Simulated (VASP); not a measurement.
# SnTe (P6_3/mmc) in VASP: a series of runs

The runs below take SnTe through single point, with PBE.

Program: VASP 6.6.1. These are calculated values, not measurements. Logs are shortened: lines on timing, memory, paths and dates and some standing lists are left out, and cuts for length are marked.

## Step 1: The cell of the first run

It takes space group P6_3/mmc (No. 194, hexagonal). Conventional cell: a = 5.309 Å, b = 5.309 Å, c = 6.340 Å, α = 90.00°, β = 90.00°, γ = 120.00°. Sn (site symmetry -6m2) has 5 Te at 3.07 to 3.17 Å within 4.0 Å. Within 4.0 Å of Te (site symmetry -6m2) lie 5 Sn at 3.07 to 3.17 Å.

## Step 2: Single point, PBE (38.69 Å³/atom)

INCAR reads:

```
PREC = Accurate
ENCUT = 520
EDIFF = 1E-7
ISMEAR = 0
SIGMA = 0.01
LREAL = F
LASPH = T
NELM = 80
ALGO = Normal
ISIF = 2
LWAVE = F
LCHARG = F
GGA = PE
NBANDS = 28
```

KPOINTS reads:

```
regular mesh
0
Gamma
  6 6 4
```

POSCAR reads:

```
SnTe
1.0
    5.3088647116      0.0000000000      0.0000000000
   -2.6544323558      4.5976117055      0.0000000000
    0.0000000000      0.0000000000      6.3401976087
Sn Te
2 2
Direct
    0.3333333333      0.6666666667      0.2500000000
    0.6666666667      0.3333333333      0.7500000000
    0.6666666667      0.3333333333      0.2500000000
    0.3333333333      0.6666666667      0.7500000000
```

Potentials or basis: VASP PAW PBE potentials, release 64 (Sn_d, Te).

Started as:

```console
$ cat potpaw_PBE.64/Sn_d/POTCAR potpaw_PBE.64/Te/POTCAR > POTCAR
$ mpirun -np 1 vasp_std > vasp.out
```

OUTCAR:

```text
PREC = Accurate
   ENCUT = 520
   EDIFF = 1E-7
   ISMEAR = 0
   LREAL = F
   LASPH = T
   NELM = 80
   ISIF = 2
   GGA = PE

 ion  position               nearest neighbor table
   1  0.333  0.667  0.250-   3 3.07   3 3.07   3 3.07   4 3.17   4 3.17
   2  0.667  0.333  0.750-   4 3.07   4 3.07   4 3.07   3 3.17   3 3.17
   3  0.667  0.333  0.250-   1 3.07   1 3.07   1 3.07   2 3.17   2 3.17
   4  0.333  0.667  0.750-   2 3.07   2 3.07   2 3.07   1 3.17   1 3.17

  LATTYP: Found a hexagonal cell.
 ALAT       =     5.3088647116
 C/A-ratio  =     1.1942661855

  Lattice vectors:

 A1 = (   5.3088647116,   0.0000000000,   0.0000000000)
 A2 = (  -2.6544323558,   4.5976117055,   0.0000000000)
 A3 = (   0.0000000000,   0.0000000000,   6.3401976087)

Analysis of symmetry for initial positions (statically):
=====================================================================
 Subroutine PRICEL returns:
 Original cell was already a primitive cell.

 Routine SETGRP: Setting up the symmetry group for a
 hexagonal supercell.

 Subroutine GETGRP returns: Found 24 space group operations
 (whereof 12 operations were pure point group operations)
 out of a pool of 24 trial point group operations.

The static configuration has the point symmetry D_3d.
 The point group associated with its full space group is D_6h.

Analysis of symmetry for dynamics (positions and initial velocities):
=====================================================================
 Subroutine PRICEL returns:
 Original cell was already a primitive cell.

 Routine SETGRP: Setting up the symmetry group for a
 hexagonal supercell.

 Subroutine GETGRP returns: Found 24 space group operations
 (whereof 12 operations were pure point group operations)
 out of a pool of 24 trial point group operations.

The dynamic configuration has the point symmetry D_3d.
 The point group associated with its full space group is D_6h.

 Subroutine INISYM returns: Found 24 space group operations
 (whereof 12 operations are pure point group operations),
 and found     1 'primitive' translations

----------------------------------------------------------------------------------------

                                     Primitive cell

  volume of cell :     154.7522

  direct lattice vectors                    reciprocal lattice vectors
[... 84 lines left out ...]
   LASPH  =      T    aspherical Exc in radial PAW
   ENCUT  =  520.0 eV  38.22 Ry    6.18 a.u.   9.87  9.87 11.79*2*pi/ulx,y,z
   NELM   =     80;   NELMIN=  2; NELMDL= -5     # of ELM steps
   EDIFF  = 0.1E-06   stopping-criterion for ELM
   LREAL  =      F    real-space projection
   EDIFFG = 0.1E-05   stopping-criterion for IOM
   NSW    =      0    number of steps for IOM
   IBRION =     -1    ionic relax: 0-MD 1-quasi-New 2-CG
   NFREE  =      0    steps in history (QN), initial steepest desc. (CG)
   ISIF   =      2    stress and relaxation
   ISYM   =      2    0-nonsym 1-usesym 2-fastsym
   POTIM  = 0.5000    time-step for ionic-motion
   TEBEG  =    0.0;   TEEND  =   0.0 temperature during run
   PSTRESS=    0.0 pullay stress
   NELECT =      40.0000    total number of electrons
   NUPDOWN=      -1.0000    fix difference up-down
   EMIN   =  10.00;   EMAX   =-10.00  energy-range for DOS
   EFERMI =   0.00;   METHOD = LEGACY
   ISMEAR =     0;   SIGMA  =   0.01  broadening in eV -4-tet -1-fermi 0-gaus
   EFERMI_NEDOS =   21; number of points for ismear=-14 and -15
   IALGO  =     38    algorithm
   IMIX   =      4    mixing-type and parameters
     AMIX     =   0.40;   BMIX     =  1.00
     AMIX_MAG =   1.60;   BMIX_MAG =  1.00
  volume/ion in A,a.u.               =      38.69       261.08
  Fermi-wavevector in a.u.,A,eV,Ry     =   1.042836  1.970674 14.796423  1.087506
  Thomas-Fermi vector in A             =   2.177518
   LORBIT       =      0    0 simple, 1 ext, 2 COOP (PROOUT), +10 PAW based schemes
   GGA     = PE    functional components
   LHFCALC =     F    Hartree Fock is set to
   AEXX    =    0.0000 exact exchange contribution
   IVDW    =     0    specifies the selected vdW correction
   LEPSILON=     F    determine dielectric tensor
   LRPA    =     F    only Hartree local field effects (RPA)
 non-spin polarized calculation
 Gauss-broadening in eV      SIGMA  =   0.01
  energy-cutoff  :      520.00
  volume of cell :      154.75
 maximum number of plane-waves:      4192
 NGX is ok and might be reduce to    40
   NGX = 19   NGY = 19   NGZ = 23

 number of electron      39.9999997 magnetization

 Free energy of the ion-electron system (eV)
  ---------------------------------------------------
  ext. energy  EPLUGINS =         0.00000000
  ---------------------------------------------------
  free energy    TOTEN  =       -14.59783259 eV

  energy without entropy =      -14.59783259  energy(sigma->0) =      -14.59783259

 E-fermi :   5.1113     XC(G=0):  -8.2671

 val. band max:        5.0114179883   @ k =   0.3333   0.3333   0.5000
 cond. band min:       5.3471987610   @ k =   0.1667   0.0000   0.0000
 fundamental gap:      0.3357807727
 Fermi energy:         5.1113007807

 k-point     1 :       0.0000    0.0000    0.0000
  band No.  band energies     occupation
      1     -16.9667      2.00000
      2     -16.9667      2.00000
      3     -16.9663      2.00000
      4     -16.9663      2.00000
      5     -16.9638      2.00000
      6     -16.9499      2.00000
[... 640 lines left out ...]
     27       9.8674      0.00000
     28       9.8674      0.00000

------------------------ aborting loop because EDIFF is reached ----------------------------------------

  FORCE on cell =-STRESS in cart. coord.  units (eV):
  Direction    XX          YY          ZZ          XY          YZ          ZX
  --------------------------------------------------------------------------------------
  -------------------------------------------------------------------------------------
  Total        2.0766793      2.0766793      2.1543199      0.0000000     -0.0000000      0.0000000
  in kB       21.5002384     21.5002384     22.3040654      0.0000000     -0.0000000      0.0000000
  external PRESSURE =      21.7681807 kB  Pullay stress =       0.0000000 kB

 VOLUME and BASIS-vectors are now :
 -----------------------------------------------------------------------------
  energy-cutoff  :      520.00
  volume of cell :      154.75
      direct lattice vectors                 reciprocal lattice vectors
     5.308864712  0.000000000  0.000000000     0.188364190  0.108752116  0.000000000
    -2.654432356  4.597611706  0.000000000     0.000000000  0.217504231  0.000000000
     0.000000000  0.000000000  6.340197609     0.000000000  0.000000000  0.157723791

 POSITION                                       TOTAL-FORCE (eV/Angst)
 -----------------------------------------------------------------------------------
     -0.00000      3.06507      1.58505         0.000000     -0.000000      0.000000
      2.65443      1.53254      4.75515         0.000000      0.000000      0.000000
      2.65443      1.53254      1.58505         0.000000     -0.000000      0.000000
     -0.00000      3.06507      4.75515        -0.000000      0.000000      0.000000
 -----------------------------------------------------------------------------------
    total drift:                                0.000000     -0.000000      0.000000

  FREE ENERGIE OF THE ION-ELECTRON SYSTEM (eV)
  ---------------------------------------------------
  free  energy   TOTEN  =       -14.5978325874 eV

  energy  without entropy=      -14.5978325874  energy(sigma->0) =      -14.59783259
```

It took 40 s on 1 thread of Intel Xeon 6975P-C (Granite Rapids), shared host; peak memory 0.3 GiB.

Results:

| Property | Result |
| --- | --- |
| Free energy | -14.5978 eV |
| Pressure | 2.2 GPa |
| Band gap on the k mesh | 0.34 eV |

Stress tensor (GPa, compression positive):
```
2.15 0.00 0.00
0.00 2.15 0.00
0.00 0.00 2.23
```

Caveat: spin-orbit coupling is left out, which moves the levels of the heavy elements.

## Step 3: Single point, PBE (39.92 Å³/atom)

This run uses another cell than the first one, of 39.92 Å³/atom.

INCAR reads:

```
SYSTEM = SnTe
PREC = Accurate
ENCUT = 520
EDIFF = 1E-6
ISMEAR = 0
SIGMA = 0.01
LREAL = .False.
LASPH = .True.
NELM = 80
ALGO = Normal
ISIF = 2
LWAVE = .False.
LCHARG = .False.
GGA = PE
NBANDS = 28
```

KPOINTS reads:

```
Automatic mesh
0
Gamma
  6 6 4
  0 0 0
```

POSCAR reads:

```
SnTe
1.0
    5.3647516050      0.0000000000      0.0000000000
   -2.6823758025      4.6460111749      0.0000000000
    0.0000000000      0.0000000000      6.4069414357
Sn Te
2 2
Direct
    0.3333333333      0.6666666667      0.2500000000
    0.6666666667      0.3333333333      0.7500000000
    0.6666666667      0.3333333333      0.2500000000
    0.3333333333      0.6666666667      0.7500000000
```

Potentials or basis: VASP PAW PBE potentials, release 64 (Sn_d, Te).

Started as:

```console
$ cat potpaw_PBE.64/Sn_d/POTCAR potpaw_PBE.64/Te/POTCAR > POTCAR
$ mpirun -np 1 vasp_std > vasp.out
```

Wall time 37 s (1 thread of Intel Xeon 6975P-C (Granite Rapids), shared host); peak memory 0.3 GiB.

The run converged. Its results:

| Quantity | Value |
| --- | --- |
| Free energy | -14.6472 eV |
| Pressure | 1.0 GPa |
| Band gap on the k mesh | 0.41 eV |

Levels at points of the mesh, in eV from the valence-band top:
| k point | band 17 | band 18 | band 19 | band 20 | band 21 | band 22 | band 23 | band 24 |
| --- | --- | --- | --- | --- | --- | --- | --- | --- |
| (0.00, 0.00, 0.00) | -3.56 | -2.16 | -2.16 | -2.10 | 0.49 | 0.49 | 2.18 | 2.18 |
| (0.50, 0.00, 0.00) | -3.31 | -2.56 | -2.50 | -0.72 | 1.73 | 2.77 | 3.13 | 3.48 |
| (0.00, 0.00, 0.50) | -2.93 | -2.93 | -1.69 | -1.69 | 1.03 | 1.03 | 1.03 | 1.03 |
| (0.50, 0.00, 0.50) | -2.13 | -2.13 | -0.92 | -0.92 | 0.56 | 0.56 | 2.31 | 2.31 |

Caveat: spin-orbit coupling is left out, which moves the levels of the heavy elements. A k mesh can miss the band edges.

## Step 4: Single point, PBE

This run uses another cell than the first one, of 40.37 Å³/atom.

INCAR reads:

```
PREC     = Accurate       # precision mode
ENCUT    = 520            # plane-wave cutoff, eV
EDIFF    = 1E-6           # SCF threshold, eV
ISMEAR   = 0              # smearing method
SIGMA    = 0.01           # smearing width, eV
LREAL    = F              # projectors in reciprocal space
LASPH    = T              # aspherical terms in the spheres
NELM     = 80             # most SCF steps
ALGO     = Normal         # electronic algorithm
ISIF     = 2              # what is computed and relaxed
LWAVE    = F              # write WAVECAR
LCHARG   = F              # write CHGCAR
GGA      = PE             # functional
NBANDS   = 28             # bands
```

KPOINTS reads:

```
regular mesh
0
Gamma
  6 6 4
```

POSCAR reads:

```
SnTe
1.0
    5.3879010621      0.0000000000      0.0000000000
   -2.6939505310      4.6660591928      0.0000000000
    0.0000000000      0.0000000000      6.4239308240
Sn Te
2 2
Direct
    0.3333333333      0.6666666667      0.2500000000
    0.6666666667      0.3333333333      0.7500000000
    0.6666666667      0.3333333333      0.2500000000
    0.3333333333      0.6666666667      0.7500000000
```

Potentials or basis: VASP PAW PBE potentials, release 64 (Sn_d, Te).

Started as:

```console
$ cat potpaw_PBE.64/Sn_d/POTCAR potpaw_PBE.64/Te/POTCAR > POTCAR
$ mpirun -np 1 vasp_std > vasp.out
```

OUTCAR:

```text
PREC = Accurate
   ENCUT = 520
   EDIFF = 1E-6
   ISMEAR = 0
   LREAL = F
   LASPH = T
   NELM = 80
   ISIF = 2
   GGA = PE

 ion  position               nearest neighbor table
   1  0.333  0.667  0.250-   3 3.11   3 3.11   3 3.11   4 3.21   4 3.21
   2  0.667  0.333  0.750-   4 3.11   4 3.11   4 3.11   3 3.21   3 3.21
   3  0.667  0.333  0.250-   1 3.11   1 3.11   1 3.11   2 3.21   2 3.21
   4  0.333  0.667  0.750-   2 3.11   2 3.11   2 3.11   1 3.21   1 3.21

  LATTYP: Found a hexagonal cell.
 ALAT       =     5.3879010621
 C/A-ratio  =     1.1922881935

  Lattice vectors:

 A1 = (   5.3879010621,   0.0000000000,   0.0000000000)
 A2 = (  -2.6939505310,   4.6660591928,   0.0000000000)
 A3 = (   0.0000000000,   0.0000000000,   6.4239308240)

Analysis of symmetry for initial positions (statically):
=====================================================================
 Subroutine PRICEL returns:
 Original cell was already a primitive cell.

 Routine SETGRP: Setting up the symmetry group for a
 hexagonal supercell.

 Subroutine GETGRP returns: Found 24 space group operations
[... 166 lines left out ...]

 E-fermi :   4.6174     XC(G=0):  -8.0880

 val. band max:        4.4952247319   @ k =   0.3333   0.3333   0.5000
 cond. band min:       4.9389419871   @ k =   0.3333   0.3333   0.5000
 fundamental gap:      0.4437172552
 Fermi energy:         4.6174277301

 k-point     1 :       0.0000    0.0000    0.0000
  band No.  band energies     occupation
      1     -17.3911      2.00000
      2     -17.3911      2.00000
      3     -17.3907      2.00000
      4     -17.3907      2.00000
      5     -17.3881      2.00000
      6     -17.3784      2.00000
[... 640 lines left out ...]
     27       9.3181      0.00000
     28       9.3181      0.00000

------------------------ aborting loop because EDIFF is reached ----------------------------------------

  FORCE on cell =-STRESS in cart. coord.  units (eV):
  Direction    XX          YY          ZZ          XY          YZ          ZX
  --------------------------------------------------------------------------------------
  -------------------------------------------------------------------------------------
  Total        0.5862394      0.5862394      0.7434289      0.0000000     -0.0000000      0.0000000
  in kB        5.8158727      5.8158727      7.3752931      0.0000000     -0.0000000      0.0000000
  external PRESSURE =       6.3356795 kB  Pullay stress =       0.0000000 kB

 VOLUME and BASIS-vectors are now :
 -----------------------------------------------------------------------------
  energy-cutoff  :      520.00
  volume of cell :      161.50
      direct lattice vectors                 reciprocal lattice vectors
     5.387901062  0.000000000  0.000000000     0.185601032  0.107156806  0.000000000
    -2.693950531  4.666059193  0.000000000     0.000000000  0.214313612  0.000000000
     0.000000000  0.000000000  6.423930824     0.000000000  0.000000000  0.155667928

 POSITION                                       TOTAL-FORCE (eV/Angst)
 -----------------------------------------------------------------------------------
     -0.00000      3.11071      1.60598        -0.000000      0.000000      0.000000
      2.69395      1.55535      4.81795         0.000000     -0.000000     -0.000000
      2.69395      1.55535      1.60598         0.000000      0.000000      0.000000
     -0.00000      3.11071      4.81795        -0.000000      0.000000      0.000000
 -----------------------------------------------------------------------------------
    total drift:                               -0.000000      0.000000     -0.000000

  FREE ENERGIE OF THE ION-ELECTRON SYSTEM (eV)
  ---------------------------------------------------
  free  energy   TOTEN  =       -14.6566005313 eV

  energy  without entropy=      -14.6566005313  energy(sigma->0) =      -14.65660053
```

Run time: 40 s. Hardware: 1 thread of Intel Xeon 6975P-C (Granite Rapids), shared host; peak memory 0.3 GiB.

What came out:

* Free energy: -14.6566 eV
* Pressure: 0.6 GPa
* Band gap on the k mesh: 0.44 eV

Levels at points of the mesh, in eV from the valence-band top:
```tsv
k point	band 17	band 18	band 19	band 20	band 21	band 22	band 23	band 24
(0.00, 0.00, 0.00)	-3.49	-2.10	-2.10	-2.06	0.53	0.53	2.20	2.20
(0.50, 0.00, 0.00)	-3.25	-2.50	-2.45	-0.70	1.73	2.76	3.11	3.52
(0.00, 0.00, 0.50)	-2.87	-2.87	-1.64	-1.64	1.06	1.06	1.06	1.06
(0.50, 0.00, 0.50)	-2.08	-2.08	-0.89	-0.89	0.59	0.59	2.29	2.29
```

Caveat: spin-orbit coupling is left out, which moves the levels of the heavy elements. A k mesh can miss the band edges.

## Step 5: Summary

| cell | gap on the mesh (eV) | pressure (GPa) |
| --- | --- | --- |
| a = 5.309, b = 5.309, c = 6.340 Å, angles 90.0, 90.0, 120.0°, 4 atoms | 0.34 | 2.2 |
| a = 5.365, b = 5.365, c = 6.407 Å, angles 90.0, 90.0, 120.0°, 4 atoms | 0.41 | 1.0 |
| a = 5.388, b = 5.388, c = 6.424 Å, angles 90.0, 90.0, 120.0°, 4 atoms | 0.44 | 0.6 |

Alike in all rows: task single point; level PBE; potentials or basis VASP PAW PBE potentials, release 64 (Sn_d, Te); no spin polarisation; k mesh 6 × 6 × 4; cutoff (eV) 520; smearing gaussian 0.01 eV.

Caveats: spin-orbit coupling is left out, which moves the levels of the heavy elements.

Total energies depend on the potentials used, so only differences within one code and one set of settings carry meaning.
